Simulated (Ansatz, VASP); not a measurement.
One calculation of Yb, two programs

```xyz
1
Lattice="-2.1798 2.1798 2.1798 2.1798 -2.1798 2.1798 2.1798 2.1798 -2.1798" Properties=species:S:1:pos:R:3 pbc="T T T"
Yb    0.0000    0.0000    0.0000
```

Change from the starting cell: volume scaled by 1.04.

Alike in both runs: task single point; functional PBE; k mesh 9 × 9 × 9; occupations fermi-dirac, width 0.05 eV; collinear spin.

|  | VASP | Ansatz |
| --- | --- | --- |
| version | VASP 6.6.1 | Ansatz 0.2.0 |
| potentials or method | VASP PAW PBE potentials, release 64 (Yb), cutoff 520 eV | all-electron LAPW, scalar-relativistic |

VASP gave:

- gap on the k mesh at the Fermi level (eV): none
- pressure (GPa): -4.2
- net moment per atom (μB): 0.00

Question: Estimate Ansatz's values.

Answer: gap on the k mesh at the Fermi level (eV): none; pressure (GPa): -2.6; net moment per atom (μB): 0.00.

A gap of «none» marks a metal or a gap that the smearing closes. Ansatz ran all-electron here, and VASP with PAW potentials.

Neither program's run includes spin-orbit coupling. Noted on Ansatz's run: the open f shell may have settled in a state that isn't the lowest.
